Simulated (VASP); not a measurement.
# Pt (Im-3m) in VASP: a series of runs, part 2 of 2

VASP 6.6.1. Earlier steps stand in the parts before.

### 3 Single point, revPBE (volume scaled by 0.88)

File INCAR:

```
PREC = Accurate
ENCUT = 520
EDIFF = 1E-6
ISMEAR = -1
SIGMA = 0.1
LREAL = False
LASPH = True
NELM = 60
ALGO = Normal
ISIF = 2
LWAVE = False
LCHARG = False
GGA = RE
NBANDS = 11
```

File KPOINTS:

```
regular mesh
0
Gamma
  16 16 16
```

File POSCAR:

```
Pt
1.0
   -1.5227910441      1.5227910441      1.5227910441
    1.5227910441     -1.5227910441      1.5227910441
    1.5227910441      1.5227910441     -1.5227910441
Pt
1
Direct
    0.0000000000      0.0000000000      0.0000000000
```

Potentials or basis: VASP PAW PBE potentials, release 64 (Pt).

Command:

```
$ cat potpaw_PBE.64/Pt/POTCAR > POTCAR
$ mpirun -np 1 vasp_std > vasp.out
```

OUTCAR:

```text
PREC = Accurate
   ENCUT = 520
   EDIFF = 1E-6
   ISMEAR = -1
   LREAL = False
   LASPH = True
   NELM = 60
   ISIF = 2
   GGA = RE

 ion  position               nearest neighbor table
   1  0.000  0.000  0.000-

  LATTYP: Found a body centered cubic cell.
 ALAT       =     3.0455820882

  Lattice vectors:

 A1 = (  -1.5227910441,   1.5227910441,   1.5227910441)
 A2 = (   1.5227910441,  -1.5227910441,   1.5227910441)
 A3 = (   1.5227910441,   1.5227910441,  -1.5227910441)

Analysis of symmetry for initial positions (statically):
=====================================================================
 Subroutine PRICEL returns:
 Original cell was already a primitive cell.

 Routine SETGRP: Setting up the symmetry group for a
 body centered cubic supercell.

 Subroutine GETGRP returns: Found 48 space group operations
 (whereof 48 operations were pure point group operations)
 out of a pool of 48 trial point group operations.

The static configuration has the point symmetry O_h .

[... 154 lines left out ...]

  energy without entropy =       -5.25694928  energy(sigma->0) =       -5.27401392

 E-fermi :  12.4023     XC(G=0): -13.8429

 val. band max:       12.3916399358   @ k =  -0.4375   0.4375   0.4375
 cond. band min:      12.4029159778   @ k =   0.2500   0.0625   0.0625
 fundamental gap:      0.0112760420
 Fermi energy:        12.4022559027

 k-point     1 :       0.0000    0.0000    0.0000
  band No.  band energies     occupation
      1       1.6890      2.00000
      2       8.2485      2.00000
      3       8.2485      2.00000
      4       8.2485      2.00000
      5      11.1626      1.99999
      6      11.1626      1.99999
      7      29.3668      0.00000
      8      29.3668      0.00000
      9      29.3668      0.00000
     10      40.8929      0.00000
     11      40.8929      0.00000
[... 309 lines left out ...]
 k-point    24 :       0.2500    0.1875   -0.0000
  band No.  band energies     occupation
      1       5.5534      2.00000
      2       7.1082      2.00000
      3       8.0021      2.00000
      4      10.6209      2.00000
      5      11.6377      1.99904
      6      13.9225      0.00000
      7      23.5801      0.00000
      8      26.6414      0.00000
      9      29.6514      0.00000
     10      33.9406      0.00000
     11      38.5250      0.00000

 [... further k-points ...]
[... 5 lines left out ...]
  --------------------------------------------------------------------------------------
  -------------------------------------------------------------------------------------
  Total        3.5213103      3.5213103      3.5213103      0.0000000      0.0000000      0.0000000
  in kB      399.4238028    399.4238028    399.4238028      0.0000000      0.0000000      0.0000000
  external PRESSURE =     399.4238028 kB  Pullay stress =       0.0000000 kB

 VOLUME and BASIS-vectors are now :
 -----------------------------------------------------------------------------
  energy-cutoff  :      520.00
  volume of cell :       14.12
      direct lattice vectors                 reciprocal lattice vectors
    -1.522791044  1.522791044  1.522791044     0.000000000  0.328344458  0.328344458
     1.522791044 -1.522791044  1.522791044     0.328344458  0.000000000  0.328344458
     1.522791044  1.522791044 -1.522791044     0.328344458  0.328344458  0.000000000

 POSITION                                       TOTAL-FORCE (eV/Angst)
 -----------------------------------------------------------------------------------
      0.00000      0.00000      0.00000         0.000000     -0.000000      0.000000
 -----------------------------------------------------------------------------------
    total drift:                                0.000000     -0.000000      0.000000

  FREE ENERGIE OF THE ION-ELECTRON SYSTEM (eV)
  ---------------------------------------------------
  free  energy   TOTEN  =        -5.2910785558 eV

  energy  without entropy=       -5.2569492814  energy(sigma->0) =       -5.27401392
```

stdout:

```text
POSCAR found type information on POSCAR Pt
 POSCAR found :  1 types and       1 ions
 scaLAPACK will be used
 -----------------------------------------------------------------------------
|                                                                             |
|                                                                             |
|     You enforced a specific xc type in the INCAR file but a different       |
|     I HOPE YOU KNOW WHAT YOU ARE DOING!                                     |
|                                                                             |
 -----------------------------------------------------------------------------

 LDA part: xc-table for (Slater+PW92), standard interpolation
 POSCAR, INCAR and KPOINTS ok, starting setup
 FFT: planning ... GRIDC
 FFT: planning ... GRID_SOFT
 FFT: planning ... GRID
 WAVECAR not read
 entering main loop
```

It took 30 s on 1 thread of AMD EPYC 7R43 (Zen 3), shared host; peak memory 0.11 GiB.

What came out:

- Free energy: -5.2911 eV
- Pressure: 39.9 GPa
- Band gap on the k mesh: zero (band 5 reaches 13.59 eV, above the bottom of band 6 at 10.99 eV)

Levels at points of the mesh, in eV from the Fermi level:
| k point | band 2 | band 3 | band 4 | band 5 | band 6 | band 7 | band 8 | band 9 |
| --- | --- | --- | --- | --- | --- | --- | --- | --- |
| (0.00, 0.00, 0.00) | -4.15 | -4.15 | -4.15 | -1.24 | -1.24 | 16.96 | 16.96 | 16.96 |
| (0.50, 0.00, 0.00) | -5.85 | -1.42 | -0.82 | -0.10 | 1.28 | 7.32 | 13.20 | 16.82 |
| (0.50, 0.50, 0.50) | -7.30 | 0.64 | 0.64 | 0.64 | 7.92 | 7.92 | 7.92 | 14.52 |

Caveat: the PAW data sets were made with another functional, which shifts forces and pressure a little; spin-orbit coupling is left out, which moves the levels of the heavy elements.

### 4 Single point, revPBE (volume scaled by 0.92)

File INCAR:

```
  PREC = Accurate
  ENCUT = 520
  EDIFF = 1E-7
  ISMEAR = -1
  SIGMA = 0.1
  LREAL = F
  LASPH = T
  NELM = 80
  ALGO = Normal
  ISIF = 2
  LWAVE = F
  LCHARG = F
  GGA = RE
  NBANDS = 11
```

KPOINTS is that of step 3.

File POSCAR:

```
Pt
1.0
   -1.5455226199      1.5455226199      1.5455226199
    1.5455226199     -1.5455226199      1.5455226199
    1.5455226199      1.5455226199     -1.5455226199
Pt
1
Direct
    0.0000000000      0.0000000000      0.0000000000
```

Potentials or basis: VASP PAW PBE potentials, release 64 (Pt).

Command:

```
$ cat potpaw_PBE.64/Pt/POTCAR > POTCAR
$ mpirun -np 1 vasp_std > vasp.out
```

OUTCAR:

```text
PREC = Accurate
   ENCUT = 520
   EDIFF = 1E-7
   ISMEAR = -1
   LREAL = F
   LASPH = T
   NELM = 80
   ISIF = 2
   GGA = RE

 ion  position               nearest neighbor table
   1  0.000  0.000  0.000-

  LATTYP: Found a body centered cubic cell.
 ALAT       =     3.0910452398

  Lattice vectors:

 A1 = (  -1.5455226199,   1.5455226199,   1.5455226199)
 A2 = (   1.5455226199,  -1.5455226199,   1.5455226199)
 A3 = (   1.5455226199,   1.5455226199,  -1.5455226199)

Analysis of symmetry for initial positions (statically):
=====================================================================
 Subroutine PRICEL returns:
 Original cell was already a primitive cell.

 Routine SETGRP: Setting up the symmetry group for a
 body centered cubic supercell.

 Subroutine GETGRP returns: Found 48 space group operations
 (whereof 48 operations were pure point group operations)
 out of a pool of 48 trial point group operations.

The static configuration has the point symmetry O_h .

Analysis of symmetry for dynamics (positions and initial velocities):
=====================================================================
 Subroutine PRICEL returns:
[... 157 lines left out ...]
 cond. band min:      11.5363110508   @ k =   0.2500   0.0625   0.0625
 fundamental gap:      0.0159991262
 Fermi energy:        11.5307514411

 k-point     1 :       0.0000    0.0000    0.0000
  band No.  band energies     occupation
      1       1.3142      2.00000
      2       7.6513      2.00000
      3       7.6513      2.00000
      4       7.6513      2.00000
      5      10.3820      1.99998
      6      10.3820      1.99998
      7      28.5519      0.00000
      8      28.5519      0.00000
      9      28.5519      0.00000
     10      39.4658      0.00000
     11      39.4658      0.00000
[... 309 lines left out ...]
 k-point    24 :       0.2500    0.1875   -0.0000
  band No.  band energies     occupation
      1       5.0870      2.00000
      2       6.5956      2.00000
      3       7.4190      2.00000
      4       9.8770      2.00000
      5      10.8092      1.99853
      6      12.9687      0.00000
      7      22.3529      0.00000
      8      25.4083      0.00000
      9      28.4580      0.00000
     10      32.8219      0.00000
     11      37.2070      0.00000

 [... further k-points ...]
[... 5 lines left out ...]
  --------------------------------------------------------------------------------------
  -------------------------------------------------------------------------------------
  Total        2.1110605      2.1110605      2.1110605      0.0000000      0.0000000     -0.0000000
  in kB      229.0472948    229.0472948    229.0472948      0.0000000      0.0000000     -0.0000000
  external PRESSURE =     229.0472948 kB  Pullay stress =       0.0000000 kB

 VOLUME and BASIS-vectors are now :
 -----------------------------------------------------------------------------
  energy-cutoff  :      520.00
  volume of cell :       14.77
      direct lattice vectors                 reciprocal lattice vectors
    -1.545522620  1.545522620  1.545522620     0.000000000  0.323515162  0.323515162
     1.545522620 -1.545522620  1.545522620     0.323515162  0.000000000  0.323515162
     1.545522620  1.545522620 -1.545522620     0.323515162  0.323515162  0.000000000

 POSITION                                       TOTAL-FORCE (eV/Angst)
 -----------------------------------------------------------------------------------
      0.00000      0.00000      0.00000        -0.000000     -0.000000     -0.000000
 -----------------------------------------------------------------------------------
    total drift:                               -0.000000     -0.000000      0.000000

  FREE ENERGIE OF THE ION-ELECTRON SYSTEM (eV)
  ---------------------------------------------------
  free  energy   TOTEN  =        -5.4161026249 eV

  energy  without entropy=       -5.3799726118  energy(sigma->0) =       -5.39803762
```

OSZICAR:

```text
N       E                     dE             d eps       ncg     rms          rms(c)
DAV:   1     0.402342135373E+02    0.40234E+02   -0.54320E+03  3302   0.849E+02
DAV:   2    -0.517036060683E+01   -0.45405E+02   -0.43704E+02  3677   0.178E+02
DAV:   3    -0.573509809768E+01   -0.56474E+00   -0.56324E+00  3726   0.189E+01
DAV:   4    -0.573729413866E+01   -0.21960E-02   -0.21959E-02  3707   0.137E+00
DAV:   5    -0.573731113656E+01   -0.16998E-04   -0.16997E-04  3783   0.110E-01    0.133E+01
DAV:   6    -0.545681838366E+01    0.28049E+00   -0.57065E-01  3406   0.608E+00    0.720E+00
DAV:   7    -0.541931028332E+01    0.37508E-01   -0.13531E-01  3643   0.291E+00    0.242E+00
DAV:   8    -0.541626469436E+01    0.30456E-02   -0.70372E-03  3436   0.730E-01    0.495E-01
DAV:   9    -0.541609733025E+01    0.16736E-03   -0.17010E-04  3685   0.116E-01    0.271E-02
DAV:  10    -0.541610252556E+01   -0.51953E-05   -0.35777E-06  3924   0.154E-02    0.106E-03
DAV:  11    -0.541610262485E+01   -0.99287E-07   -0.25501E-08  3310   0.148E-03
   1 F= -.54161026E+01 E0= -.53980376E+01  d E =-.361300E-01
```

stdout:

```text
POSCAR found type information on POSCAR Pt
 POSCAR found :  1 types and       1 ions
 scaLAPACK will be used
 -----------------------------------------------------------------------------
|                                                                             |
|                                                                             |
|     You enforced a specific xc type in the INCAR file but a different       |
|     I HOPE YOU KNOW WHAT YOU ARE DOING!                                     |
|                                                                             |
 -----------------------------------------------------------------------------

 LDA part: xc-table for (Slater+PW92), standard interpolation
 POSCAR, INCAR and KPOINTS ok, starting setup
 FFT: planning ... GRIDC
 FFT: planning ... GRID_SOFT
 FFT: planning ... GRID
 WAVECAR not read
 entering main loop
```

It took 30 s on 1 thread of AMD EPYC 7R43 (Zen 3), shared host; peak memory 0.1 GiB.

Results:

```
Free energy            : -5.4161 eV
Pressure               : 22.9 GPa
Band gap on the k mesh : zero (band 5 reaches 12.68 eV, above the bottom of band 6 at 10.22 eV)
```

Caveat: the PAW data sets were made with another functional, which shifts forces and pressure a little; spin-orbit coupling is left out, which moves the levels of the heavy elements.

### 5 The runs side by side

| cell | k mesh | gap on the mesh (eV) | pressure (GPa) |
| --- | --- | --- | --- |
| a = 2.752 Å, angles 109.5°, 1 atom | 14 × 14 × 14 | none | -0.5 |
| a = 2.638 Å, angles 109.5°, 1 atom | 16 × 16 × 16 | none | 39.9 |
| a = 2.677 Å, angles 109.5°, 1 atom | 16 × 16 × 16 | none | 22.9 |

Alike in all rows: task single point; level revPBE; potentials or basis VASP PAW PBE potentials, release 64 (Pt); no spin polarisation; cutoff (eV) 520; smearing fermi-dirac 0.1 eV.

Caveats: the PAW data sets were made with another functional, which shifts forces and pressure a little; spin-orbit coupling is left out, which moves the levels of the heavy elements.

Total energies depend on the potentials used, so only differences within one code and one set of settings carry meaning.
